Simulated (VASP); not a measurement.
# NiO (Fm-3m) in VASP: a series of runs

The runs below take NiO through relaxation of cell and atoms, with PBE.

All numbers are computed with VASP 6.6.1; they aren't measurements. Logs are shortened: lines on timing, memory, paths and dates and some standing lists are left out, and cuts for length are marked.

### 1 The cell of the first run

Symmetry: Fm-3m, No. 225, cubic system. Conventional cell: a = 4.190 Å, b = 4.190 Å, c = 4.190 Å, α = 90.00°, β = 90.00°, γ = 90.00°. Ni (site symmetry m-3m) has 6 O at 2.09 Å within 2.8 Å. O (site symmetry m-3m) has 6 Ni at 2.09 Å within 2.8 Å.

### 2 Relaxation of cell and atoms, PBE, collinear spin, ferromagnetic start, target pressure 2 GPa, at which the enthalpy is minimised

INCAR

```
PREC = Accurate
ENCUT = 600
EDIFF = 1E-7
ISMEAR = 0
SIGMA = 0.1
LREAL = False
LASPH = True
NELM = 150
ALGO = Normal
ISIF = 3
LWAVE = False
LCHARG = False
ISPIN = 2
MAGMOM = 1.6 0.32
LORBIT = 11
LMAXMIX = 4
GGA = PE
IBRION = 2
NSW = 70
EDIFFG = -0.008
PSTRESS = 20.0
```

KPOINTS

```
Automatic mesh
0
Gamma
  18 18 18
```

POSCAR

```
NiO
1.0
    0.0000000000      2.0947628678      2.0947628678
    2.0947628678      0.0000000000      2.0947628678
    2.0947628678      2.0947628678      0.0000000000
Ni O
1 1
Direct
    0.0000000000      0.0000000000      0.0000000000
    0.5000000000      0.5000000000      0.5000000000
```

Potentials or basis: VASP PAW PBE potentials, release 64 (Ni, O).

Run with:

```sh
> cat potpaw_PBE.64/Ni/POTCAR potpaw_PBE.64/O/POTCAR > POTCAR
> mpirun -np 1 vasp_std > vasp.out
```

OUTCAR:

```text
PREC = Accurate
   ENCUT = 600
   EDIFF = 1E-7
   ISMEAR = 0
   LREAL = False
   LASPH = True
   NELM = 150
   ISIF = 3
   ISPIN = 2
   LORBIT = 11
   GGA = PE
   IBRION = 2
   NSW = 70
   EDIFFG = -0.008
   PSTRESS = 20.0

 ion  position               nearest neighbor table
   1  0.000  0.000  0.000-   2 2.09   2 2.09   2 2.09   2 2.09   2 2.09   2 2.09
   2  0.500  0.500  0.500-   1 2.09   1 2.09   1 2.09   1 2.09   1 2.09   1 2.09

  LATTYP: Found a face centered cubic cell.
 ALAT       =     4.1895257356

  Lattice vectors:

 A1 = (   0.0000000000,   2.0947628678,   2.0947628678)
 A2 = (   2.0947628678,   0.0000000000,   2.0947628678)
 A3 = (   2.0947628678,   2.0947628678,   0.0000000000)

Analysis of symmetry for initial positions (statically):
=====================================================================
 Subroutine PRICEL returns:
 Original cell was already a primitive cell.

 Routine SETGRP: Setting up the symmetry group for a
 face centered cubic supercell.

 Subroutine GETGRP returns: Found 48 space group operations
 (whereof 48 operations were pure point group operations)
 out of a pool of 48 trial point group operations.

The static configuration has the point symmetry O_h .

Analysis of symmetry for dynamics (positions and initial velocities):
=====================================================================
 Subroutine PRICEL returns:
 Original cell was already a primitive cell.

 Routine SETGRP: Setting up the symmetry group for a
 face centered cubic supercell.

 Subroutine GETGRP returns: Found 48 space group operations
 (whereof 48 operations were pure point group operations)
 out of a pool of 48 trial point group operations.

The dynamic configuration has the point symmetry O_h .

Analysis of structural, dynamic, and magnetic symmetry:
=====================================================================
 Subroutine PRICEL returns:
 Original cell was already a primitive cell.

 Routine SETGRP: Setting up the symmetry group for a
 face centered cubic supercell.

 Subroutine GETGRP returns: Found 48 space group operations
 (whereof 48 operations were pure point group operations)
 out of a pool of 48 trial point group operations.

The overall configuration has the point symmetry O_h .

 Subroutine INISYM returns: Found 48 space group operations
 (whereof 48 operations are pure point group operations),
 and found     1 'primitive' translations

----------------------------------------------------------------------------------------

                                     Primitive cell

  volume of cell :      18.3838

  direct lattice vectors                    reciprocal lattice vectors
     0.000000000  2.094762868  2.094762868    -0.238690502  0.238690502  0.238690502
     2.094762868  0.000000000  2.094762868     0.238690502 -0.238690502  0.238690502
     2.094762868  2.094762868  0.000000000     0.238690502  0.238690502 -0.238690502

  length of vectors
     2.962442058  2.962442058  2.962442058     0.413424076  0.413424076  0.413424076

  position of ions in fractional coordinates (direct lattice)
     0.000000000  0.000000000  0.000000000
     0.500000000  0.500000000  0.500000000

  ion indices of the primitive-cell ions
   primitive index   ion index
                 1           1
                 2           2

----------------------------------------------------------------------------------------

 KPOINTS: Automatic mesh

Automatic generation of k-mesh.
 Grid dimensions read from file:
 generate k-points for:   18   18   18

 Generating k-lattice:

  Cartesian coordinates                     Fractional coordinates (reciprocal lattice)
    -0.013260583  0.013260583  0.013260583     0.055555556  0.000000000  0.000000000
     0.013260583 -0.013260583  0.013260583     0.000000000  0.055555556  0.000000000
     0.013260583  0.013260583 -0.013260583     0.000000000  0.000000000  0.055555556

  Length of vectors
     0.022968004  0.022968004  0.022968004

  Shift w.r.t. Gamma in fractional coordinates (k-lattice)
     0.000000000  0.000000000  0.000000000

 Subroutine IBZKPT returns following result:
 ===========================================

 Found    195 irreducible k-points:

 Following reciprocal coordinates:
            Coordinates               Weight
  0.000000  0.000000  0.000000      1.000000
  0.055556  0.000000  0.000000      8.000000
  0.111111  0.000000  0.000000      8.000000
  0.166667  0.000000  0.000000      8.000000
  0.222222  0.000000  0.000000      8.000000
  0.277778  0.000000  0.000000      8.000000
[... 16 lines left out ...]
 -0.277778  0.055556  0.000000     24.000000
 -0.222222  0.055556  0.000000     24.000000
 [... further k-points ...]
   k-points           NKPTS =    195   k-points in BZ     NKDIM =    195   number of bands    NBANDS=     13
   number of dos      NEDOS =    301   number of ions     NIONS =      2
   total plane-waves  NPLWV =  13824
   dimension x,y,z NGX =    24 NGY =   24 NGZ =   24
   dimension x,y,z NGXF=    48 NGYF=   48 NGZF=   48
   ions per type =               1   1
   NGX,Y,Z   is equivalent  to a cutoff of  13.47, 13.47, 13.47 a.u.
   NGXF,Y,Z  is equivalent  to a cutoff of  26.94, 26.94, 26.94 a.u.
 SYSTEM =  unknown system
   PREC   = accura    normal or accurate (medium, high low for compatibility)
   ISTART =      0    job   : 0-new  1-cont  2-samecut
   ICHARG =      2    charge: 1-file 2-atom 10-const
   ISPIN  =      2    spin polarized calculation?
   LNONCOLLINEAR =      F non collinear calculations
   LSORBIT =      F    spin-orbit coupling
   LASPH  =      T    aspherical Exc in radial PAW
   ENCUT  =  600.0 eV  44.10 Ry    6.64 a.u.   5.92  5.92  5.92*2*pi/ulx,y,z
   NELM   =    150;   NELMIN=  2; NELMDL= -5     # of ELM steps
   EDIFF  = 0.1E-06   stopping-criterion for ELM
   LREAL  =      F    real-space projection
   EDIFFG = -.8E-02   stopping-criterion for IOM
   NSW    =     70    number of steps for IOM
   IBRION =      2    ionic relax: 0-MD 1-quasi-New 2-CG
   NFREE  =      1    steps in history (QN), initial steepest desc. (CG)
   ISIF   =      3    stress and relaxation
   ISYM   =      2    0-nonsym 1-usesym 2-fastsym
   POTIM  = 0.5000    time-step for ionic-motion
   TEBEG  =    0.0;   TEEND  =   0.0 temperature during run
   PSTRESS=   20.0 pullay stress
   NELECT =      16.0000    total number of electrons
   NUPDOWN=      -1.0000    fix difference up-down
   EMIN   =  10.00;   EMAX   =-10.00  energy-range for DOS
   EFERMI =   0.00;   METHOD = LEGACY
   ISMEAR =     0;   SIGMA  =   0.10  broadening in eV -4-tet -1-fermi 0-gaus
   EFERMI_NEDOS =   21; number of points for ismear=-14 and -15
   IALGO  =     38    algorithm
   IMIX   =      4    mixing-type and parameters
     AMIX     =   0.40;   BMIX     =  1.00
     AMIX_MAG =   1.60;   BMIX_MAG =  1.00
  volume/ion in A,a.u.               =       9.19        62.03
  Fermi-wavevector in a.u.,A,eV,Ry     =   1.563040  2.953716 33.240292  2.443093
  Thomas-Fermi vector in A             =   2.665869
   LORBIT       =     11    0 simple, 1 ext, 2 COOP (PROOUT), +10 PAW based schemes
   GGA     = PE    functional components
   LHFCALC =     F    Hartree Fock is set to
   AEXX    =    0.0000 exact exchange contribution
   IVDW    =     0    specifies the selected vdW correction
   LEPSILON=     F    determine dielectric tensor
   LRPA    =     F    only Hartree local field effects (RPA)
 conjugate gradient relaxation of ions
 spin polarized calculation
 Gauss-broadening in eV      SIGMA  =   0.10
  energy-cutoff  :      600.00
  volume of cell :       18.38
 maximum number of plane-waves:       636
   NGX = 11   NGY = 11   NGZ = 11

--------------------------------------- Ionic step        1  -------------------------------------------

 number of electron      16.0000008 magnetization       1.7188905

 Free energy of the ion-electron system (eV)
  ---------------------------------------------------
  ext. energy  EPLUGINS =         0.00000000
  ---------------------------------------------------
  free energy    TOTEN  =       -11.48070619 eV

  energy without entropy =      -11.47465403  energy(sigma->0) =      -11.47768011

------------------------ aborting loop because EDIFF is reached ----------------------------------------

  FORCE on cell =-STRESS in cart. coord.  units (eV):
  Direction    XX          YY          ZZ          XY          YZ          ZX
  --------------------------------------------------------------------------------------
  -------------------------------------------------------------------------------------
  Total        0.2996784      0.2996784      0.2996784      0.0000000      0.0000000      0.0000000
  in kB       26.1174935     26.1174935     26.1174935      0.0000000      0.0000000      0.0000000
  external PRESSURE =       6.1174935 kB  Pullay stress =      20.0000000 kB

 VOLUME and BASIS-vectors are now :
 -----------------------------------------------------------------------------
  energy-cutoff  :      600.00
  volume of cell :       18.38
      direct lattice vectors                 reciprocal lattice vectors
     0.000000000  2.094762868  2.094762868    -0.238690502  0.238690502  0.238690502
     2.094762868  0.000000000  2.094762868     0.238690502 -0.238690502  0.238690502
     2.094762868  2.094762868  0.000000000     0.238690502  0.238690502 -0.238690502
[... 46 lines left out ...]
  FREE ENERGIE OF THE ION-ELECTRON SYSTEM (eV)
  ---------------------------------------------------
  free  energy   TOTEN  =       -11.4819818445 eV

  energy  without entropy=      -11.4759464560  energy(sigma->0) =      -11.47896415

  enthalpy is  TOTEN    =       -11.2513293594 eV   P V=        0.2306524850

--------------------------------------- Ionic step        3  -------------------------------------------

 number of electron      16.0000009 magnetization       1.7290961

 Free energy of the ion-electron system (eV)
  ---------------------------------------------------
  ext. energy  EPLUGINS =         0.00000000
  ---------------------------------------------------
  free energy    TOTEN  =       -11.48167161 eV

  energy without entropy =      -11.47563186  energy(sigma->0) =      -11.47865174

 E-fermi :   7.7169     XC(G=0): -12.6038

 val. band max:        7.7125576932   @ k =  -0.2778   0.1111   0.0000
 cond. band min:       7.7180119632   @ k =   0.3889   0.0556   0.0000
 fundamental gap:      0.0054542700
 Fermi energy:         7.7169052386

 spin component 1

 k-point     1 :       0.0000    0.0000    0.0000
  band No.  band energies     occupation
      1     -12.5398      1.00000
      2       4.6111      1.00000
      3       4.6111      1.00000
      4       4.7636      1.00000
      5       4.7636      1.00000
      6       4.7636      1.00000
      7       5.0953      1.00000
      8       5.0953      1.00000
      9       5.0953      1.00000
     10       9.1730      0.00000
     11      25.5225      0.00000
     12      26.5371      0.00000
     13      26.5372      0.00000

 k-point     2 :       0.0556    0.0000    0.0000
  band No.  band energies     occupation
      1     -12.5053      1.00000
      2       4.1849      1.00000
      3       4.1849      1.00000
      4       4.3711      1.00000
      5       5.0248      1.00000
      6       5.0249      1.00000
      7       5.2683      1.00000
      8       5.2924      1.00000
      9       5.2924      1.00000
     10       9.4078      0.00000
     11      24.5484      0.00000
[... 339 lines left out ...]
 k-point    24 :      -0.2222    0.0556    0.0000
  band No.  band energies     occupation
      1     -11.9437      1.00000
      2       1.6859      1.00000
      3       2.6089      1.00000
      4       2.9170      1.00000
      5       5.3214      1.00000
      6       5.3602      1.00000
      7       5.7977      1.00000
      8       6.5891      1.00000
      9       7.1133      1.00000
     10      11.9113      0.00000
     11      20.0132      0.00000
     12      23.3303      0.00000
     13      24.2196      0.00000

 [... further k-points ...]

 spin component 2

 k-point     1 :       0.0000    0.0000    0.0000
  band No.  band energies     occupation
      1     -12.1114      1.00000
      2       5.2580      1.00000
      3       5.2580      1.00000
      4       5.2580      1.00000
      5       5.8975      1.00000
      6       5.8977      1.00000
      7       5.8977      1.00000
      8       7.1217      1.00000
      9       7.1220      1.00000
     10       9.5150      0.00000
     11      25.4623      0.00000
     12      26.7484      0.00000
     13      26.7485      0.00000

 k-point     2 :       0.0556    0.0000    0.0000
  band No.  band energies     occupation
      1     -12.0760      1.00000
      2       4.8914      1.00000
      3       5.0863      1.00000
      4       5.0863      1.00000
      5       5.9554      1.00000
      6       5.9556      1.00000
      7       6.0324      1.00000
      8       7.2721      1.00000
      9       7.2723      1.00000
     10       9.7594      0.00000
     11      24.6137      0.00000
[... 376 lines left out ...]
 POSITION                                       TOTAL-FORCE (eV/Angst)
 -----------------------------------------------------------------------------------
      0.00000      0.00000      0.00000        -0.000000     -0.000000     -0.000000
      2.09730      2.09730      2.09730         0.000000      0.000000      0.000000
 -----------------------------------------------------------------------------------
    total drift:                                0.000000     -0.000000     -0.000000

  FREE ENERGIE OF THE ION-ELECTRON SYSTEM (eV)
  ---------------------------------------------------
  free  energy   TOTEN  =       -11.4816716127 eV

  energy  without entropy=      -11.4756318610  energy(sigma->0) =      -11.47865174

  enthalpy is  TOTEN    =       -11.2513513703 eV   P V=        0.2303202423

 reached required accuracy - stopping structural energy minimisation

 total charge

# of ion       s       p       d       tot
------------------------------------------
    1        0.328   0.395   8.241   8.963
    2        1.553   3.417   0.000   4.971
--------------------------------------------------
tot          1.881   3.812   8.241  13.933

 magnetization (x)

# of ion       s       p       d       tot
------------------------------------------
    1        0.011   0.015   1.399   1.425
    2        0.027   0.234   0.000   0.261
--------------------------------------------------
tot          0.039   0.248   1.399   1.686
```

It took 7.3 min on 1 thread of AMD EPYC 7R43 (Zen 3), shared host; peak memory 0.19 GiB.

Results:

```yaml
Free_energy: -11.4817 eV
Relaxed_volume: 9.23 Å³/atom
Relaxed_cell: a = 2.966 Å, b = 2.966 Å, c = 2.966 Å, α = 60.00°, β = 60.00°, γ = 60.00°
Space_group_after_relaxing_to_0.1_Å: Fm-3m (No. 225)
Energy_change_on_relaxing_the_run_minimises_the_enthalpy: -0.5 meV/atom
Ionic_steps: 3
Pressure_after_relaxing: 2.0 GPa
Net_moment: 1.73 μB per cell
Site_moments: Ni +1.43; O +0.26 μB
Valence_electrons_inside_the_program's_atomic_spheres: Ni 8.96; O 4.97
```

The path:
```csv
step,energy change (eV),largest force (eV/Å),pressure (GPa),volume (Å³)
1,0.0000,0.0000,2.61,18.38
2,-0.0013,0.0000,1.75,18.48
3,-0.0010,0.0000,1.99,18.45
```

Final structure:
```cif
data_structure
_symmetry_space_group_name_H-M 'P 1'
_symmetry_Int_Tables_number 1
_cell_length_a 2.9660
_cell_length_b 2.9660
_cell_length_c 2.9660
_cell_angle_alpha 60.000
_cell_angle_beta 60.000
_cell_angle_gamma 60.000
_cell_volume 18.45
loop_
_atom_site_label
_atom_site_type_symbol
_atom_site_fract_x
_atom_site_fract_y
_atom_site_fract_z
_atom_site_occupancy
Ni1 Ni 0.00000 0.00000 0.00000 1
O1 O 0.50000 0.50000 0.50000 1
```

Levels at points of the mesh, in eV from the Fermi level:
Spin up:
| k point | band 5 | band 6 | band 7 | band 8 | band 9 | band 10 | band 11 | band 12 | band 13 |
| --- | --- | --- | --- | --- | --- | --- | --- | --- | --- |
| (0.00, 0.00, 0.00) | -2.95 | -2.95 | -2.62 | -2.62 | -2.62 | 1.46 | 17.81 | 18.82 | 18.82 |
| (0.50, 0.00, 0.00) | -1.95 | -1.95 | -1.42 | 0.26 | 0.26 | 5.56 | 9.83 | 13.92 | 13.92 |
| (0.50, 0.50, 0.00) | -3.47 | -2.78 | -2.25 | -1.64 | -1.64 | 6.04 | 10.47 | 12.16 | 16.44 |
Spin down:
```csv
k point,band 4,band 5,band 6,band 7,band 8,band 9,band 10,band 11
"(0.00, 0.00, 0.00)",-2.46,-1.82,-1.82,-1.82,-0.60,-0.59,1.80,17.75
"(0.50, 0.00, 0.00)",-4.74,-0.95,-0.95,-0.58,2.17,2.17,5.73,10.34
"(0.50, 0.50, 0.00)",-3.79,-2.77,-0.76,-0.76,-0.18,0.33,6.49,10.82
```

Caveat: the cell is relaxed towards a set pressure, so the run minimises the enthalpy, not the energy; a cell with one magnetic atom can't hold antiferromagnetic order, which such compounds often take; semilocal functionals often make such compounds metallic where correlation or magnetic order opens a gap, which also shifts bond lengths.

(Part 1 of 2 ends here.)
